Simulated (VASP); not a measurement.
# Sn (Im-3m) in VASP: notebook

The runs below take Sn through single point, with PBEsol, revPBE+D3(BJ), revPBE+D4, BLYP+D3(BJ).

Everything below comes from runs of VASP 6.6.1. Logs are shortened: lines on timing, memory, paths and dates and some standing lists are left out, and cuts for length are marked.

### Step 1. The cell of the first run

Symmetry: Im-3m, No. 229, cubic system. The conventional cell has a = 3.789 Å, b = 3.789 Å, c = 3.789 Å, α = 90.00°, β = 90.00°, γ = 90.00°. Within 4.3 Å of Sn (site symmetry m-3m) lie 14 Sn at 3.28 to 3.79 Å.

### Step 2. Single point, PBEsol, non-collinear spin, zero start, spin-orbit coupling

Contents of INCAR:

```
SYSTEM = Sn
PREC = Accurate
ENCUT = 520
EDIFF = 1E-6
ISMEAR = 0
SIGMA = 0.05
LREAL = .False.
LASPH = .True.
NELM = 150
ALGO = Normal
ISIF = 2
LWAVE = .False.
LCHARG = .False.
MAGMOM = 0 0 0
LORBIT = 11
LSORBIT = .True.
GGA_COMPAT = .False.
LORBMOM = .True.
GGA = PS
NBANDS = 25
```

Contents of KPOINTS:

```
regular mesh
0
Gamma
  8 8 8
  0 0 0
```

Contents of POSCAR:

```
Sn
1.0
   -1.8946518192      1.8946518192      1.8946518192
    1.8946518192     -1.8946518192      1.8946518192
    1.8946518192      1.8946518192     -1.8946518192
Sn
1
Direct
    0.0000000000      0.0000000000      0.0000000000
```

Potentials or basis: VASP PAW PBE potentials, release 64 (Sn_d).

Command:

```bash
$ cat potpaw_PBE.64/Sn_d/POTCAR > POTCAR
$ mpirun -np 1 vasp_ncl > vasp.out
```

OUTCAR:

```text
SYSTEM = Sn
   PREC = Accurate
   ENCUT = 520
   EDIFF = 1E-6
   ISMEAR = 0
   LREAL = .False.
   LASPH = .True.
   NELM = 150
   ISIF = 2
   LORBIT = 11
   LSORBIT = .True.
   GGA = PS

 ion  position               nearest neighbor table
   1  0.000  0.000  0.000-

  LATTYP: Found a body centered cubic cell.
 ALAT       =     3.7893036384

  Lattice vectors:

 A1 = (  -1.8946518192,   1.8946518192,   1.8946518192)
 A2 = (   1.8946518192,  -1.8946518192,   1.8946518192)
 A3 = (   1.8946518192,   1.8946518192,  -1.8946518192)

Analysis of symmetry for initial positions (statically):
=====================================================================
 Subroutine PRICEL returns:
 Original cell was already a primitive cell.

 Routine SETGRP: Setting up the symmetry group for a
 body centered cubic supercell.

 Subroutine GETGRP returns: Found 48 space group operations
 (whereof 48 operations were pure point group operations)
 out of a pool of 48 trial point group operations.

The static configuration has the point symmetry O_h .

Analysis of symmetry for dynamics (positions and initial velocities):
=====================================================================
 Subroutine PRICEL returns:
 Original cell was already a primitive cell.

 Routine SETGRP: Setting up the symmetry group for a
 body centered cubic supercell.

 Subroutine GETGRP returns: Found 48 space group operations
 (whereof 48 operations were pure point group operations)
 out of a pool of 48 trial point group operations.

The dynamic configuration has the point symmetry O_h .

Analysis of structural, dynamic, and magnetic symmetry:
=====================================================================
 Subroutine PRICEL returns:
 Original cell was already a primitive cell.

 Routine SETGRP: Setting up the symmetry group for a
 body centered cubic supercell.

 Subroutine GETGRP returns: Found 48 space group operations
 (whereof 48 operations were pure point group operations)
 out of a pool of 48 trial point group operations.

The overall configuration has the point symmetry O_h .

 Subroutine INISYM returns: Found 48 space group operations
 (whereof 48 operations are pure point group operations),
 and found     1 'primitive' translations

----------------------------------------------------------------------------------------

                                     Primitive cell

  volume of cell :      27.2050

  direct lattice vectors                    reciprocal lattice vectors
    -1.894651819  1.894651819  1.894651819     0.000000000  0.263900731  0.263900731
     1.894651819 -1.894651819  1.894651819     0.263900731  0.000000000  0.263900731
     1.894651819  1.894651819 -1.894651819     0.263900731  0.263900731  0.000000000

  length of vectors
     3.281633214  3.281633214  3.281633214     0.373211993  0.373211993  0.373211993

  position of ions in fractional coordinates (direct lattice)
     0.000000000  0.000000000  0.000000000

  ion indices of the primitive-cell ions
   primitive index   ion index
                 1           1

----------------------------------------------------------------------------------------

 KPOINTS: regular mesh

Automatic generation of k-mesh.
 Grid dimensions read from file:
 generate k-points for:    8    8    8

 Generating k-lattice:

  Cartesian coordinates                     Fractional coordinates (reciprocal lattice)
     0.000000000  0.032987591  0.032987591     0.125000000  0.000000000  0.000000000
     0.032987591  0.000000000  0.032987591     0.000000000  0.125000000  0.000000000
     0.032987591  0.032987591  0.000000000     0.000000000  0.000000000  0.125000000

  Length of vectors
     0.046651499  0.046651499  0.046651499

  Shift w.r.t. Gamma in fractional coordinates (k-lattice)
     0.000000000  0.000000000  0.000000000

 Subroutine IBZKPT returns following result:
 ===========================================

 Found     29 irreducible k-points:

 Following reciprocal coordinates:
            Coordinates               Weight
  0.000000  0.000000  0.000000      1.000000
  0.125000  0.000000  0.000000     12.000000
  0.250000  0.000000  0.000000     12.000000
  0.375000  0.000000  0.000000     12.000000
  0.500000  0.000000  0.000000      6.000000
  0.125000  0.125000  0.000000     24.000000
[... 16 lines left out ...]
 -0.250000  0.250000  0.250000      6.000000
 -0.375000  0.375000  0.250000     24.000000
 [... further k-points ...]
   k-points           NKPTS =     29   k-points in BZ     NKDIM =     29   number of bands    NBANDS=     25
   number of dos      NEDOS =    301   number of ions     NIONS =      1
   total plane-waves  NPLWV =  13824
   dimension x,y,z NGX =    24 NGY =   24 NGZ =   24
   dimension x,y,z NGXF=    48 NGYF=   48 NGZF=   48
   ions per type =               1
   NGX,Y,Z   is equivalent  to a cutoff of  12.16, 12.16, 12.16 a.u.
   NGXF,Y,Z  is equivalent  to a cutoff of  24.32, 24.32, 24.32 a.u.
 SYSTEM =  Sn
   PREC   = accura    normal or accurate (medium, high low for compatibility)
   ISTART =      0    job   : 0-new  1-cont  2-samecut
   ICHARG =      2    charge: 1-file 2-atom 10-const
   ISPIN  =      1    spin polarized calculation?
   LNONCOLLINEAR =      T non collinear calculations
   LSORBIT =      T    spin-orbit coupling
   LASPH  =      T    aspherical Exc in radial PAW
   ENCUT  =  520.0 eV  38.22 Ry    6.18 a.u.   6.10  6.10  6.10*2*pi/ulx,y,z
   NELM   =    150;   NELMIN=  2; NELMDL= -5     # of ELM steps
   EDIFF  = 0.1E-05   stopping-criterion for ELM
   LREAL  =      F    real-space projection
   EDIFFG = 0.1E-04   stopping-criterion for IOM
   NSW    =      0    number of steps for IOM
   IBRION =     -1    ionic relax: 0-MD 1-quasi-New 2-CG
   NFREE  =      0    steps in history (QN), initial steepest desc. (CG)
   ISIF   =      2    stress and relaxation
   ISYM   =      2    0-nonsym 1-usesym 2-fastsym
   POTIM  = 0.5000    time-step for ionic-motion
   TEBEG  =    0.0;   TEEND  =   0.0 temperature during run
   PSTRESS=    0.0 pullay stress
   NELECT =      14.0000    total number of electrons
   NUPDOWN=      -1.0000    fix difference up-down
   EMIN   =  10.00;   EMAX   =-10.00  energy-range for DOS
   EFERMI =   0.00;   METHOD = LEGACY
   ISMEAR =     0;   SIGMA  =   0.05  broadening in eV -4-tet -1-fermi 0-gaus
   EFERMI_NEDOS =   21; number of points for ismear=-14 and -15
   IALGO  =     38    algorithm
   IMIX   =      4    mixing-type and parameters
     AMIX     =   0.40;   BMIX     =  1.00
     AMIX_MAG =   1.60;   BMIX_MAG =  1.00
  volume/ion in A,a.u.               =      27.20       183.59
  Fermi-wavevector in a.u.,A,eV,Ry     =   1.311902  2.479136 23.416813  1.721087
  Thomas-Fermi vector in A             =   2.442332
   LORBIT       =     11    0 simple, 1 ext, 2 COOP (PROOUT), +10 PAW based schemes
   GGA     = PS    functional components
   LHFCALC =     F    Hartree Fock is set to
   AEXX    =    0.0000 exact exchange contribution
   IVDW    =     0    specifies the selected vdW correction
   LEPSILON=     F    determine dielectric tensor
   LRPA    =     F    only Hartree local field effects (RPA)
 Gauss-broadening in eV      SIGMA  =   0.05
  energy-cutoff  :      520.00
  volume of cell :       27.20
 maximum number of plane-waves:      1492
   NGX = 13   NGY = 13   NGZ = 13

 number of electron      13.9999996 magnetization       0.0000000      0.0000000      0.0000000

 number of electron      13.9999996 magnetization      -0.0000000     -0.0000000     -0.0000000

 Free energy of the ion-electron system (eV)
  ---------------------------------------------------
  ext. energy  EPLUGINS =         0.00000000
  ---------------------------------------------------
  free energy    TOTEN  =        -4.25989296 eV

  energy without entropy =       -4.25685471  energy(sigma->0) =       -4.25837384

 E-fermi :   7.7967     XC(G=0): -10.4993

 val. band max:        7.7838825635   @ k =  -0.2500   0.3750   0.1250
 cond. band min:       7.8105845717   @ k =   0.5000   0.5000   0.3750
 fundamental gap:      0.0267020081
 Fermi energy:         7.7967060487

 k-point     1 :       0.0000    0.0000    0.0000
  band No.  band energies     occupation
      1     -14.0803      1.00000
      2     -14.0803      1.00000
      3     -14.0803      1.00000
      4     -14.0803      1.00000
      5     -13.1040      1.00000
      6     -13.1040      1.00000
[... 17 lines left out ...]
     24      20.0374      0.00000
     25      20.6330      0.00000

 k-point     2 :       0.1250    0.0000    0.0000
  band No.  band energies     occupation
      1     -14.0787      1.00000
      2     -14.0787      1.00000
      3     -14.0705      1.00000
      4     -14.0705      1.00000
      5     -13.0920      1.00000
      6     -13.0920      1.00000
[... 17 lines left out ...]
     24      19.6663      0.00000
     25      21.5082      0.00000

 k-point     3 :       0.2500    0.0000    0.0000
  band No.  band energies     occupation
      1     -14.0756      1.00000
      2     -14.0756      1.00000
      3     -14.0494      1.00000
      4     -14.0494      1.00000
      5     -13.0686      1.00000
      6     -13.0686      1.00000
[... 552 lines left out ...]
 k-point    23 :      -0.2500    0.2500    0.2500
  band No.  band energies     occupation
      1     -14.0512      1.00000
      2     -14.0512      1.00000
      3     -14.0405      1.00000
      4     -14.0405      1.00000
      5     -13.0269      1.00000
      6     -13.0269      1.00000
[... 17 lines left out ...]
     24      21.8435      0.00000
     25      22.1502      0.00000

 k-point    24 :      -0.3750    0.3750    0.2500
  band No.  band energies     occupation
      1     -14.0467      1.00000
      2     -14.0467      1.00000
      3     -14.0296      1.00000
      4     -14.0296      1.00000
      5     -13.0403      1.00000
      6     -13.0403      1.00000
[... 17 lines left out ...]
     24      21.1547      0.00000
     25      21.8480      0.00000

 [... further k-points ...]

------------------------ aborting loop because EDIFF is reached ----------------------------------------

  FORCE on cell =-STRESS in cart. coord.  units (eV):
  Direction    XX          YY          ZZ          XY          YZ          ZX
  --------------------------------------------------------------------------------------
  -------------------------------------------------------------------------------------
  Total       -0.2714454     -0.2714454     -0.2714454     -0.0000000      0.0000000      0.0000000
  in kB      -15.9861851    -15.9861851    -15.9861851     -0.0000000      0.0000000      0.0000000
  external PRESSURE =     -15.9861851 kB  Pullay stress =       0.0000000 kB

 VOLUME and BASIS-vectors are now :
 -----------------------------------------------------------------------------
  energy-cutoff  :      520.00
  volume of cell :       27.20
      direct lattice vectors                 reciprocal lattice vectors
    -1.894651819  1.894651819  1.894651819     0.000000000  0.263900731  0.263900731
     1.894651819 -1.894651819  1.894651819     0.263900731  0.000000000  0.263900731
     1.894651819  1.894651819 -1.894651819     0.263900731  0.263900731  0.000000000

 POSITION                                       TOTAL-FORCE (eV/Angst)
 -----------------------------------------------------------------------------------
      0.00000      0.00000      0.00000        -0.000000     -0.000000     -0.000000
 -----------------------------------------------------------------------------------
    total drift:                                0.000000      0.000000      0.000000

  FREE ENERGIE OF THE ION-ELECTRON SYSTEM (eV)
  ---------------------------------------------------
  free  energy   TOTEN  =        -4.2598929621 eV

  energy  without entropy=       -4.2568547143  energy(sigma->0) =       -4.25837384

 orbital moment (x)

 # of ion     p       d       tot
 ----------------------------------------
  1         0.000   0.000   0.000
 ----------------------------------------
            0.000   0.000   0.000

 orbital moment (y)

 # of ion     p       d       tot
 ----------------------------------------
  1         0.000   0.000   0.000
 ----------------------------------------
            0.000   0.000   0.000

 orbital moment (z)

 # of ion     p       d       tot
 ----------------------------------------
  1         0.000   0.000   0.000
 ----------------------------------------
            0.000   0.000   0.000

 Spin-Orbit-Coupling matrix elements

 Ion:    1  E_soc:     -0.1094206
 l=   1
     0.0000000    -0.0120540    -0.0120540
    -0.0120540     0.0000000    -0.0120540
    -0.0120540    -0.0120540     0.0000000
 l=   2
     0.0000000    -0.0012332     0.0000000    -0.0012332    -0.0049496
    -0.0012332     0.0000000    -0.0037122    -0.0012332    -0.0012374
     0.0000000    -0.0037122     0.0000000    -0.0037122     0.0000000
    -0.0012332    -0.0012332    -0.0037122     0.0000000    -0.0012374
    -0.0049496    -0.0012374     0.0000000    -0.0012374     0.0000000
 l=   3
     0.0000000     0.0000000     0.0000000     0.0000000     0.0000000     0.0000000     0.0000000
     0.0000000     0.0000000     0.0000000     0.0000000     0.0000000     0.0000000     0.0000000
     0.0000000     0.0000000     0.0000000     0.0000000     0.0000000     0.0000000     0.0000000
     0.0000000     0.0000000     0.0000000     0.0000000     0.0000000     0.0000000     0.0000000
     0.0000000     0.0000000     0.0000000     0.0000000     0.0000000     0.0000000     0.0000000
     0.0000000     0.0000000     0.0000000     0.0000000     0.0000000     0.0000000     0.0000000
     0.0000000     0.0000000     0.0000000     0.0000000     0.0000000     0.0000000     0.0000000

 total charge

# of ion       s       p       d       tot
------------------------------------------
    1        1.290   0.885   9.974  12.150

 magnetization (x)

# of ion       s       p       d       tot
------------------------------------------
    1        0.000  -0.000   0.000  -0.000

 magnetization (y)

# of ion       s       p       d       tot
------------------------------------------
    1       -0.000   0.000  -0.000  -0.000

 magnetization (z)

# of ion       s       p       d       tot
------------------------------------------
    1       -0.000   0.000  -0.000   0.000
```

It took 50 s on 1 thread of Intel Xeon 6975P-C, shared host; peak memory 0.2 GiB.

Results:

| Item | Value |
| --- | --- |
| Free energy | -4.2599 eV |
| Pressure | -1.6 GPa |
| Net moment | 0.00 μB per cell |
| Valence electrons inside the program's atomic spheres | Sn 12.15 |

Moments on the atoms (μB; x, y, z):
```
Sn  0.00 0.00 0.00
```

Caveat: the PAW data sets were made with another functional, which shifts forces and pressure a little.

### Step 3. Single point, PBEsol, non-collinear spin, zero start, spin-orbit coupling

Contents of INCAR:

```
PREC = Accurate ; ENCUT = 520
EDIFF = 1E-7 ; ISMEAR = 0
SIGMA = 0.05 ; LREAL = False
LASPH = True ; NELM = 150
ALGO = Normal ; ISIF = 2
LWAVE = False ; LCHARG = False
LNONCOLLINEAR = True ; MAGMOM = 0 0 0
LORBIT = 11 ; LSORBIT = True
GGA_COMPAT = False ; LORBMOM = True
GGA = PS ; NBANDS = 25
```

Contents of KPOINTS:

```
regular mesh
0
Gamma
  8 8 8
```

POSCAR is that of step 2.

Potentials or basis: VASP PAW PBE potentials, release 64 (Sn_d).

Command:

```bash
$ cat potpaw_PBE.64/Sn_d/POTCAR > POTCAR
$ mpirun -np 1 vasp_ncl > vasp.out
```

OUTCAR:

```text
PREC = Accurate
   ENCUT = 520
   EDIFF = 1E-7
   ISMEAR = 0
   LREAL = False
   LASPH = True
   NELM = 150
   ISIF = 2
   LNONCOLLINEAR = True
   LORBIT = 11
   LSORBIT = True
   GGA = PS

 ion  position               nearest neighbor table
   1  0.000  0.000  0.000-

  LATTYP: Found a body centered cubic cell.
 ALAT       =     3.7893036384

  Lattice vectors:

 A1 = (  -1.8946518192,   1.8946518192,   1.8946518192)
 A2 = (   1.8946518192,  -1.8946518192,   1.8946518192)
 A3 = (   1.8946518192,   1.8946518192,  -1.8946518192)

Analysis of symmetry for initial positions (statically):
=====================================================================
[... 917 lines left out ...]
  1         0.000  -0.000  -0.000
 ----------------------------------------
            0.000  -0.000  -0.000

 Spin-Orbit-Coupling matrix elements

 Ion:    1  E_soc:     -0.1094176
 l=   1
     0.0000000    -0.0120536    -0.0120536
    -0.0120536     0.0000000    -0.0120536
    -0.0120536    -0.0120536     0.0000000
 l=   2
     0.0000000    -0.0012332     0.0000000    -0.0012332    -0.0049495
    -0.0012332     0.0000000    -0.0037121    -0.0012332    -0.0012374
     0.0000000    -0.0037121     0.0000000    -0.0037121     0.0000000
    -0.0012332    -0.0012332    -0.0037121     0.0000000    -0.0012374
    -0.0049495    -0.0012374     0.0000000    -0.0012374     0.0000000
 l=   3
     0.0000000     0.0000000     0.0000000     0.0000000     0.0000000     0.0000000     0.0000000
     0.0000000     0.0000000     0.0000000     0.0000000     0.0000000     0.0000000     0.0000000
     0.0000000     0.0000000     0.0000000     0.0000000     0.0000000     0.0000000     0.0000000
     0.0000000     0.0000000     0.0000000     0.0000000     0.0000000     0.0000000     0.0000000
     0.0000000     0.0000000     0.0000000     0.0000000     0.0000000     0.0000000     0.0000000
     0.0000000     0.0000000     0.0000000     0.0000000     0.0000000     0.0000000     0.0000000
     0.0000000     0.0000000     0.0000000     0.0000000     0.0000000     0.0000000     0.0000000

 total charge

# of ion       s       p       d       tot
------------------------------------------
    1        1.290   0.885   9.974  12.150

 magnetization (x)

# of ion       s       p       d       tot
------------------------------------------
    1        0.000   0.000   0.000   0.000

 magnetization (y)

# of ion       s       p       d       tot
------------------------------------------
    1       -0.000   0.000   0.000  -0.000

 magnetization (z)

# of ion       s       p       d       tot
------------------------------------------
    1       -0.000   0.000   0.000  -0.000
```

OSZICAR:

```text
N       E                     dE             d eps       ncg     rms          rms(c)
DAV:   1     0.114961522518E+03    0.11496E+03   -0.68003E+03  1563   0.174E+03
DAV:   2     0.901307480294E+01   -0.10595E+03   -0.10231E+03  1498   0.419E+02
DAV:   3    -0.384924155986E+01   -0.12862E+02   -0.12703E+02  1666   0.122E+02
DAV:   4    -0.426464073393E+01   -0.41540E+00   -0.41496E+00  1764   0.241E+01
DAV:   5    -0.427970983397E+01   -0.15069E-01   -0.15068E-01  2136   0.429E+00    0.143E+00
DAV:   6    -0.426448120483E+01    0.15229E-01   -0.18833E-02  1978   0.245E+00    0.773E-01
DAV:   7    -0.426029397510E+01    0.41872E-02   -0.63401E-03  1984   0.132E+00    0.476E-01
DAV:   8    -0.426001585879E+01    0.27812E-03   -0.36148E-04  2180   0.198E-01    0.750E-02
DAV:   9    -0.425989220707E+01    0.12365E-03   -0.14368E-04  1779   0.232E-01    0.102E-02
DAV:  10    -0.425989296331E+01   -0.75624E-06   -0.22596E-06  1838   0.200E-02    0.418E-03
DAV:  11    -0.425989294121E+01    0.22101E-07   -0.83711E-08  1550   0.359E-03
   1 F= -.42598929E+01 E0= -.42583739E+01  d E =-.303812E-02  mag=     0.0000     0.0000     0.0000
```

stdout:

```text
POSCAR found type information on POSCAR Sn
 POSCAR found :  1 types and       1 ions
 scaLAPACK will be used
 -----------------------------------------------------------------------------
|                                                                             |
|                                                                             |
|     You enforced a specific xc type in the INCAR file but a different       |
|     I HOPE YOU KNOW WHAT YOU ARE DOING!                                     |
|                                                                             |
 -----------------------------------------------------------------------------

 LDA part: xc-table for (Slater+PW92), standard interpolation
 POSCAR, INCAR and KPOINTS ok, starting setup
 FFT: planning ... GRIDC
 FFT: planning ... GRID_SOFT
 FFT: planning ... GRID
 WAVECAR not read
 entering main loop
```

It took 62 s on 1 thread of Intel Xeon 6975P-C, shared host; peak memory 0.2 GiB.

What came out:

* Free energy: -4.2599 eV
* Pressure: -1.6 GPa
* Net moment: 0.00 μB per cell
* Valence electrons inside the program's atomic spheres: Sn 12.15

Moments on the atoms (μB; x, y, z):
```
Sn  0.00 0.00 0.00
```

Caveat: the PAW data sets were made with another functional, which shifts forces and pressure a little.

[end of part 1 of 3]
